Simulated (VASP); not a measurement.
# PrBe3Si (I-4m2) in VASP: notebook

PrBe3Si is run at these levels: PBE; tasks: single point.

Program: VASP 6.6.1. These are calculated values, not measurements. Logs are shortened: lines on timing, memory, paths and dates and some standing lists are left out, and cuts for length are marked.

### Step 1. The cell of the first run

It takes space group I-4m2 (No. 119, tetragonal). Conventional cell: a = 3.820 Å, b = 3.820 Å, c = 9.927 Å, α = 90.00°, β = 90.00°, γ = 90.00°. Within 3.9 Å of Pr (site symmetry -4m2) lie 14 Be at 2.95 to 3.77 Å and 4 Si at 3.13 Å and 4 Pr at 3.82 Å. Within 3.0 Å of Be (site symmetry 2mm) lie 3 Be at 2.30 to 2.39 Å and 2 Si at 2.30 Å and 4 Pr at 2.95 Å. Within 3.0 Å of Be (site symmetry -4m2) lie 4 Be at 2.30 Å and 4 Si at 2.70 Å. Si (site symmetry -4m2) has 8 Be at 2.30 to 2.70 Å within 3.0 Å.

The cell was generated, and may not be a known phase.

### Step 2. Single point, PBE

INCAR reads:

```
SYSTEM = PrBe3Si
ALGO = Normal
EDIFF = 1E-6
ENCUT = 600
GGA = PE
GGA_COMPAT = .False.
ISIF = 2
ISMEAR = 0
LASPH = .True.
LCHARG = .True.
LELF = .True.
LMAXMIX = 6
LREAL = .False.
LVHAR = .True.
LWAVE = .False.
NBANDS = 18
NELM = 200
PREC = Accurate
SIGMA = 0.2
```

KPOINTS reads:

```
k-points
0
Gamma
  6 6 6
  0 0 0
```

POSCAR reads:

```
PrBe3Si
1.0
   -1.9097607211      1.9097607211      4.9637280433
    1.9097607211     -1.9097607211      4.9637280433
    1.9097607211      1.9097607211     -4.9637280433
Pr Be Si
1 3 1
Direct
    0.0000000000      0.0000000000      0.0000000000
    0.6205777381      0.6205777381      0.0000000000
    0.3794222619      0.3794222619      0.0000000000
    0.7500000000      0.2500000000      0.5000000000
    0.2500000000      0.7500000000      0.5000000000
```

Potentials or basis: VASP PAW PBE potentials, release 64 (Pr_3, Be, Si), 4f in core.

Started as:

```bash
$ cat potpaw_PBE.64/Pr_3/POTCAR potpaw_PBE.64/Be/POTCAR potpaw_PBE.64/Si/POTCAR > POTCAR
$ mpirun -np 1 vasp_std > vasp.out
```

OUTCAR:

```text
SYSTEM = PrBe3Si
   EDIFF = 1E-6
   ENCUT = 600
   GGA = PE
   ISIF = 2
   ISMEAR = 0
   LASPH = .True.
   LREAL = .False.
   NELM = 200
   PREC = Accurate

 ion  position               nearest neighbor table
   1  0.000  0.000  0.000-   2 2.95   3 2.95   2 2.95   3 2.95   2 2.95   3 2.95   3 2.95   2 2.95
                             5 3.13   4 3.13   5 3.13   4 3.13   4 3.13   4 3.13   5 3.13   5 3.13
   2  0.621  0.621  0.000-   4 2.30   5 2.30   5 2.30   4 2.30   1 2.95   1 2.95   1 2.95   1 2.95

   3  0.379  0.379  0.000-   4 2.30   5 2.30   5 2.30   4 2.30   1 2.95   1 2.95   1 2.95   1 2.95

   4  0.750  0.250  0.500-   2 2.30   3 2.30   3 2.30   2 2.30   5 2.70   5 2.70   5 2.70   5 2.70
                             1 3.13   1 3.13   1 3.13   1 3.13
   5  0.250  0.750  0.500-   2 2.30   3 2.30   3 2.30   2 2.30   4 2.70   4 2.70   4 2.70   4 2.70
                             1 3.13   1 3.13   1 3.13   1 3.13

  LATTYP: Found a body centered tetragonal cell.
 ALAT       =     3.8195214422
 C/A-ratio  =     2.5991361056

  Lattice vectors:

 A1 = (  -1.9097607211,   1.9097607211,   4.9637280433)
 A2 = (   1.9097607211,  -1.9097607211,   4.9637280433)
 A3 = (   1.9097607211,   1.9097607211,  -4.9637280433)

Analysis of symmetry for initial positions (statically):
=====================================================================
 Subroutine PRICEL returns:
 Original cell was already a primitive cell.

 Routine SETGRP: Setting up the symmetry group for a
 body centered tetragonal supercell.

 Subroutine GETGRP returns: Found  8 space group operations
 (whereof  8 operations were pure point group operations)
 out of a pool of 16 trial point group operations.

The static configuration has the point symmetry D_2d.

Analysis of symmetry for dynamics (positions and initial velocities):
=====================================================================
 Subroutine PRICEL returns:
 Original cell was already a primitive cell.

 Routine SETGRP: Setting up the symmetry group for a
 body centered tetragonal supercell.

 Subroutine GETGRP returns: Found  8 space group operations
 (whereof  8 operations were pure point group operations)
 out of a pool of 16 trial point group operations.

The dynamic configuration has the point symmetry D_2d.

 Subroutine INISYM returns: Found  8 space group operations
 (whereof  8 operations are pure point group operations),
 and found     1 'primitive' translations

----------------------------------------------------------------------------------------

                                     Primitive cell

  volume of cell :      72.4146

  direct lattice vectors                    reciprocal lattice vectors
    -1.909760721  1.909760721  4.963728043     0.000000000  0.261812904  0.100730740
     1.909760721 -1.909760721  4.963728043     0.261812904  0.000000000  0.100730740
     1.909760721  1.909760721 -4.963728043     0.261812904  0.261812904  0.000000000

  length of vectors
     5.650926306  5.650926306  5.650926306     0.280522154  0.280522154  0.370259359

  position of ions in fractional coordinates (direct lattice)
     0.000000000  0.000000000  0.000000000
     0.620577738  0.620577738  0.000000000
     0.379422262  0.379422262  0.000000000
     0.750000000  0.250000000  0.500000000
     0.250000000  0.750000000  0.500000000

  ion indices of the primitive-cell ions
   primitive index   ion index
                 1           1
                 2           2
                 3           3
                 4           4
                 5           5

----------------------------------------------------------------------------------------

 KPOINTS: k-points

Automatic generation of k-mesh.
 Grid dimensions read from file:
 generate k-points for:    6    6    6

 Generating k-lattice:

  Cartesian coordinates                     Fractional coordinates (reciprocal lattice)
     0.000000000  0.043635484  0.016788457     0.166666667  0.000000000  0.000000000
     0.043635484  0.000000000  0.016788457     0.000000000  0.166666667  0.000000000
     0.043635484  0.043635484  0.000000000     0.000000000  0.000000000  0.166666667

  Length of vectors
     0.046753692  0.046753692  0.061709893

  Shift w.r.t. Gamma in fractional coordinates (k-lattice)
     0.000000000  0.000000000  0.000000000

 Subroutine IBZKPT returns following result:
 ===========================================

 Found     30 irreducible k-points:

 Following reciprocal coordinates:
            Coordinates               Weight
  0.000000  0.000000  0.000000      1.000000
  0.166667  0.000000 -0.000000      8.000000
  0.333333 -0.000000  0.000000      8.000000
  0.500000  0.000000 -0.000000      4.000000
  0.166667  0.166667  0.000000      8.000000
  0.333333  0.166667  0.000000     16.000000
[... 16 lines left out ...]
 -0.333333 -0.333333  0.166667      8.000000
 -0.166667 -0.333333  0.166667      8.000000
 [... further k-points ...]
[... 32 lines left out ...]
     AMIX_MAG =   1.60;   BMIX_MAG =  1.00
  volume/ion in A,a.u.               =      14.48        97.74
  Fermi-wavevector in a.u.,A,eV,Ry     =   1.083609  2.047724 15.976078  1.174209
  Thomas-Fermi vector in A             =   2.219679
   LORBIT       =      0    0 simple, 1 ext, 2 COOP (PROOUT), +10 PAW based schemes
   GGA     = PE    functional components
   LHFCALC =     F    Hartree Fock is set to
   AEXX    =    0.0000 exact exchange contribution
   IVDW    =     0    specifies the selected vdW correction
   LEPSILON=     F    determine dielectric tensor
   LRPA    =     F    only Hartree local field effects (RPA)
 non-spin polarized calculation
 Gauss-broadening in eV      SIGMA  =   0.20
  energy-cutoff  :      600.00
  volume of cell :       72.41
 maximum number of plane-waves:      2436
 NGX is ok and might be reduce to    48

 number of electron      21.0000000 magnetization

 Free energy of the ion-electron system (eV)
  ---------------------------------------------------
  ext. energy  EPLUGINS =         0.00000000
  ---------------------------------------------------
  free energy    TOTEN  =       -22.52737390 eV

  energy without entropy =      -22.50411174  energy(sigma->0) =      -22.51574282

 E-fermi :   5.3819     XC(G=0): -10.4371

 val. band max:        5.3705391146   @ k =  -0.1667   0.5000   0.1667
 cond. band min:       5.3963988139   @ k =  -0.3333   0.5000   0.1667
 fundamental gap:      0.0258596993
 Fermi energy:         5.3818532235

 k-point     1 :       0.0000    0.0000    0.0000
  band No.  band energies     occupation
      1     -29.7829      2.00000
      2     -12.0588      2.00000
      3     -11.6219      2.00000
      4     -11.6219      2.00000
      5      -4.5421      2.00000
      6       1.9948      2.00000
[... 10 lines left out ...]
     17      11.1727      0.00000
     18      11.1727      0.00000

 k-point     2 :       0.1667    0.0000   -0.0000
  band No.  band energies     occupation
      1     -29.7738      2.00000
      2     -12.0479      2.00000
      3     -11.7751      2.00000
      4     -11.6066      2.00000
      5      -4.2504      2.00000
      6       1.3538      2.00000
[... 10 lines left out ...]
     17      11.0415      0.00000
     18      11.1931      0.00000

 k-point     3 :       0.3333   -0.0000    0.0000
  band No.  band energies     occupation
      1     -29.7557      2.00000
      2     -12.0686      2.00000
      3     -12.0181      2.00000
      4     -11.5756      2.00000
      5      -3.5484      2.00000
      6       0.0240      2.00000
[... 10 lines left out ...]
     17      10.9050      0.00000
     18      11.3290      0.00000

 k-point     4 :       0.5000    0.0000   -0.0000
  band No.  band energies     occupation
      1     -29.7466      2.00000
      2     -12.1998      2.00000
      3     -12.0097      2.00000
      4     -11.5599      2.00000
      5      -3.0620      2.00000
      6      -0.6359      2.00000
[... 375 lines left out ...]
      4     -11.5772      2.00000
      5      -3.3299      2.00000
      6       0.1664      2.00000
[... 10 lines left out ...]
     17       9.5512      0.00000
     18      11.8511      0.00000

 k-point    23 :      -0.3333   -0.3333    0.1667
  band No.  band energies     occupation
      1     -29.7644      2.00000
      2     -12.0834      2.00000
      3     -11.7672      2.00000
      4     -11.7511      2.00000
      5      -3.5911      2.00000
      6       0.7381      2.00000
[... 10 lines left out ...]
     17      11.1414      0.00000
     18      11.6009      0.00000

 k-point    24 :      -0.1667   -0.3333    0.1667
  band No.  band energies     occupation
      1     -29.7735      2.00000
      2     -12.0879      2.00000
      3     -11.7765      2.00000
      4     -11.6090      2.00000
      5      -3.9590      2.00000
      6       0.8105      2.00000
[... 10 lines left out ...]
     17      10.5486      0.00000
     18      10.9878      0.00000

 [... further k-points ...]
[... 5 lines left out ...]
  --------------------------------------------------------------------------------------
  -------------------------------------------------------------------------------------
  Total        0.2057319      0.2057319      0.2538298      0.0000000      0.0000000      0.0000000
  in kB        4.5518334      4.5518334      5.6160028      0.0000000      0.0000000      0.0000000
  external PRESSURE =       4.9065565 kB  Pullay stress =       0.0000000 kB

 VOLUME and BASIS-vectors are now :
 -----------------------------------------------------------------------------
  energy-cutoff  :      600.00
  volume of cell :       72.41
      direct lattice vectors                 reciprocal lattice vectors
    -1.909760721  1.909760721  4.963728043     0.000000000  0.261812904  0.100730740
     1.909760721 -1.909760721  4.963728043     0.261812904  0.000000000  0.100730740
     1.909760721  1.909760721 -4.963728043     0.261812904  0.261812904  0.000000000

 POSITION                                       TOTAL-FORCE (eV/Angst)
 -----------------------------------------------------------------------------------
      0.00000      0.00000      0.00000         0.000000     -0.000000      0.000000
      0.00000      0.00000      6.16076        -0.000000      0.000000     -0.028631
      0.00000      0.00000      3.76670        -0.000000      0.000000      0.028631
     -0.00000      1.90976      2.48186         0.000000     -0.000000      0.000000
      1.90976     -0.00000      2.48186         0.000000     -0.000000      0.000000
 -----------------------------------------------------------------------------------
    total drift:                                0.000000     -0.000000      0.000000

  FREE ENERGIE OF THE ION-ELECTRON SYSTEM (eV)
  ---------------------------------------------------
  free  energy   TOTEN  =       -22.5273738969 eV

  energy  without entropy=      -22.5041117377  energy(sigma->0) =      -22.51574282
```

Wall time 44 s (1 thread of Intel Xeon 6975P-C (Granite Rapids), shared host); peak memory 0.34 GiB.

Results:

* Free energy: -22.5274 eV
* Pressure: 0.5 GPa
* Largest force: 0.029 eV/Å
* Band gap on the k mesh: zero (an odd number of electrons rules out a gap without spin polarisation)

Forces on the atoms (eV/Å):
```
Pr   0.000  0.000  0.000
Be   0.000  0.000 -0.029
Be   0.000  0.000  0.029
Be   0.000  0.000  0.000
Si   0.000  0.000  0.000
```

Caveat: spin-orbit coupling is left out, which moves the levels of the heavy elements; the 4f electrons are frozen in the core, so they carry no moment and show no levels.

### Step 3. Single point, PBE

INCAR reads:

```
PREC = Accurate
ENCUT = 600
EDIFF = 1E-6
ISMEAR = 0
SIGMA = 0.1
LREAL = F
LASPH = T
NELM = 200
ALGO = Normal
ISIF = 2
LWAVE = F
LCHARG = F
GGA = PE
NBANDS = 18
GGA_COMPAT = F
LMAXMIX = 6
```

KPOINTS reads:

```
Automatic mesh
0
Gamma
  6 6 6
```

POSCAR is that of step 2.

Potentials or basis: VASP PAW PBE potentials, release 64 (Pr_3, Be, Si), 4f in core.

Started as:

```bash
$ cat potpaw_PBE.64/Pr_3/POTCAR potpaw_PBE.64/Be/POTCAR potpaw_PBE.64/Si/POTCAR > POTCAR
$ mpirun -np 1 vasp_std > vasp.out
```

Wall time 47 s (1 thread of Intel Xeon 6975P-C (Granite Rapids), shared host); peak memory 0.34 GiB.

Results (log left out):

| Property | Result |
| --- | --- |
| Free energy | -22.5177 eV |
| Pressure | 0.5 GPa |
| Largest force | 0.033 eV/Å |
| Band gap on the k mesh | zero (an odd number of electrons rules out a gap without spin polarisation) |

Forces in eV/Å, atoms in the order of the input:
```
Pr   0.000  0.000  0.000
Be   0.000  0.000 -0.033
Be   0.000  0.000  0.033
Be   0.000  0.000  0.000
Si   0.000  0.000  0.000
```

Stress tensor (GPa, compression positive):
```
0.36 0.00 0.00
0.00 0.36 0.00
0.00 0.00 0.72
```

Levels at points of the mesh, in eV from the Fermi level:
```csv
k point,band 8,band 9,band 10,band 11,band 12,band 13
"(0.00, 0.00, 0.00)",-2.39,-2.39,-0.52,0.78,2.45,2.45
"(0.50, 0.00, 0.00)",-1.90,-1.07,-0.10,0.57,0.66,1.92
"(0.50, 0.50, 0.00)",-3.38,-2.74,-2.67,-0.64,3.29,3.84
"(0.50, 0.50, 0.50)",-1.81,-1.22,-0.41,1.38,1.48,1.48
```

Caveat: spin-orbit coupling is left out, which moves the levels of the heavy elements; the 4f electrons are frozen in the core, so they carry no moment and show no levels.

### Step 4. Single point, PBE

This run uses another cell than the first one, of 14.53 Å³/atom.

INCAR reads:

```
SYSTEM = PrBe3Si
PREC     = Accurate       ! precision mode
ENCUT    = 600            ! plane-wave cutoff, eV
EDIFF    = 1E-6           ! SCF threshold, eV
ISMEAR   = 0              ! smearing method
SIGMA    = 0.1            ! smearing width, eV
LREAL    = .False.        ! projectors in reciprocal space
LASPH    = .True.         ! aspherical terms in the spheres
NELM     = 200            ! most SCF steps
ALGO     = Normal         ! electronic algorithm
ISIF     = 2              ! what is computed and relaxed
LWAVE    = .False.        ! write WAVECAR
LCHARG   = .True.         ! write CHGCAR
GGA      = PE             ! functional
LELF     = .True.         ! ELF
LVHAR    = .True.       
NBANDS   = 18             ! bands
GGA_COMPAT= .False.      
LMAXMIX  = 6              ! l up to which the mixer works
```

KPOINTS reads:

```
Automatic mesh
0
Gamma
  12 12 12
  0 0 0
```

POSCAR reads:

```
PrBe3Si
1.0
   -1.9113369739      1.9113369739      4.9726106198
    1.9113369739     -1.9113369739      4.9726106198
    1.9113369739      1.9113369739     -4.9726106198
Pr Be Si
1 3 1
Direct
    0.0000000000      0.0000000000      0.0000000000
    0.6206921488      0.6206921488      0.0000000000
    0.3793078512      0.3793078512      0.0000000000
    0.7500000000      0.2500000000      0.5000000000
    0.2500000000      0.7500000000      0.5000000000
```

Started as:

```bash
$ cat potpaw_PBE.64/Pr_3/POTCAR potpaw_PBE.64/Be/POTCAR potpaw_PBE.64/Si/POTCAR > POTCAR
$ mpirun -np 1 vasp_std > vasp.out
```

Run time: 3.6 min. Hardware: 1 thread of AMD EPYC 9R45 (Zen 5), shared host; peak memory 0.48 GiB.

Results (log left out):

```yaml
Free_energy: -22.5180 eV
Pressure: 0.2 GPa
Band_gap_on_the_k_mesh: zero (an odd number of electrons rules out a gap without spin polarisation)
```

Levels at points of the mesh, in eV from the Fermi level:
```
           k point  band 7  band 8  band 9  band 10  band 11  band 12  band 13  band 14
(0.00, 0.00, 0.00)   -2.92   -2.39   -2.39    -0.53     0.77     2.43     2.43     2.72
(0.50, 0.00, 0.00)   -3.35   -1.92   -1.07    -0.11     0.57     0.64     1.91     2.87
(0.50, 0.50, 0.00)   -4.56   -3.38   -2.75    -2.68    -0.65     3.26     3.81     4.08
(0.50, 0.50, 0.50)   -1.81   -1.81   -1.23    -0.42     1.37     1.46     1.46     3.51
```

Caveat: spin-orbit coupling is left out, which moves the levels of the heavy elements; the 4f electrons are frozen in the core, so they carry no moment and show no levels.

### Step 5. Single point, PBE

This run uses another cell than the first one: it holds 10 atoms, not 5.

INCAR reads:

```
ALGO = Normal ; EDIFF = 1E-6
ENCUT = 600 ; GGA = PE
GGA_COMPAT = F ; ISIF = 2
ISMEAR = 0 ; LASPH = T
LCHARG = T ; LELF = T
LMAXMIX = 6 ; LREAL = F
LVHAR = T ; LWAVE = F
NBANDS = 32 ; NELM = 200
PREC = Accurate ; SIGMA = 0.2
```

KPOINTS reads:

```
k-points
0
Gamma
  6 6 4
```

POSCAR reads:

```
PrBe3Si
1.0
    0.0000000000      3.8226739496      0.0000000000
   -1.9113369748     -1.9113369748      4.9726106147
    7.6453478992      0.0000000000      0.0000000000
Pr Be Si
2 6 2
Direct
    0.0000000000      0.0000000000      0.0000000000
    1.0000000000      0.0000000000      0.5000000000
    0.6206921494      0.2413842987      0.3103460747
    0.6206921494      0.2413842987      0.8103460747
    0.3793078506      0.7586157013      0.1896539253
    0.3793078506      0.7586157013      0.6896539253
    0.7500000000      0.5000000000      0.1250000000
    0.7500000000      0.5000000000      0.6250000000
    0.2500000000      0.5000000000      0.3750000000
    0.2500000000      0.5000000000      0.8750000000
```

Started as:

```bash
$ cat potpaw_PBE.64/Pr_3/POTCAR potpaw_PBE.64/Be/POTCAR potpaw_PBE.64/Si/POTCAR > POTCAR
$ mpirun -np 1 vasp_std > vasp.out
```

It took 5.3 min on 1 thread of Intel Xeon Platinum 8259CL at 2.50GHz (Skylake/Cascade Lake), shared host; peak memory 0.45 GiB.

The run converged. Its results:

```yaml
Free_energy: -45.0675 eV
Pressure: 0.2 GPa
Largest_force: 0.025 eV/Å
Band_gap_on_the_k_mesh: zero (bands 21 and 22 overlap by 1.83 eV)
```

Forces in eV/Å, atoms in the order of the input:
```
Pr   0.000  0.000  0.004
Pr   0.000  0.000  0.004
Be  -0.003  0.000 -0.023
Be  -0.003  0.000 -0.023
Be   0.001  0.000  0.025
Be   0.001  0.000  0.025
Be  -0.003  0.000  0.000
Be  -0.003  0.000  0.000
Si   0.005  0.000 -0.006
Si   0.005  0.000 -0.006
```

Stress tensor (GPa, compression positive):
```
0.14 0.00 0.03
0.00 0.28 0.00
0.03 0.00 0.05
```

Levels at points of the mesh, in eV from the Fermi level:
```csv
k point,band 19,band 20,band 21,band 22,band 23,band 24
"(0.00, 0.00, 0.00)",-0.52,-0.10,0.57,0.66,0.77,1.92
"(0.50, 0.00, 0.00)",-1.07,-0.65,-0.10,0.57,0.66,1.92
"(0.00, 0.50, 0.00)",-0.41,-0.10,0.57,0.66,1.38,1.47
"(0.00, 0.00, 0.50)",-0.76,-0.76,0.80,0.80,1.24,1.24
"(0.50, 0.00, 0.50)",-1.44,-1.44,-0.95,-0.95,2.13,2.13
"(0.00, 0.50, 0.50)",-0.15,-0.15,0.57,0.57,1.66,1.66
```

Caveat: spin-orbit coupling is left out, which moves the levels of the heavy elements; the 4f electrons are frozen in the core, so they carry no moment and show no levels. Spin polarisation is off, so any magnetic state and its effect on volume and gap are missing.

### Step 6. The runs side by side

| cell | k mesh | smearing | gap on the mesh (eV) | pressure (GPa) | largest force (eV/Å) |
| --- | --- | --- | --- | --- | --- |
| a = 5.651 Å, angles 140.5, 140.5, 57.1°, 5 atoms, atomic positions A | 6 × 6 × 6 | gaussian 0.2 eV | none | 0.5 | 0.03 |
| a = 5.651 Å, angles 140.5, 140.5, 57.1°, 5 atoms, atomic positions A | 6 × 6 × 6 | gaussian 0.1 eV | none | 0.5 | 0.03 |
| a = 5.660 Å, angles 140.5, 140.5, 57.1°, 5 atoms, atomic positions B | 12 × 12 × 12 | gaussian 0.1 eV | none | 0.2 | - |
| a = 3.823, b = 5.660, c = 7.645 Å, angles 109.7, 90.0, 109.7°, 10 atoms, atomic positions C | 6 × 6 × 4 | gaussian 0.2 eV | none | 0.2 | 0.02 |

Alike in all rows: task single point; level PBE; potentials or basis VASP PAW PBE potentials, release 64 (Pr_3, Be, Si), 4f in core; no spin polarisation; cutoff (eV) 600.

Caveats: spin-orbit coupling is left out, which moves the levels of the heavy elements; the 4f electrons are frozen in the core, so they carry no moment and show no levels.

Absolute energies hang on the potentials; compare differences alone.

The gap in the log of VASP goes by the Fermi energy; the results here count the filled bands.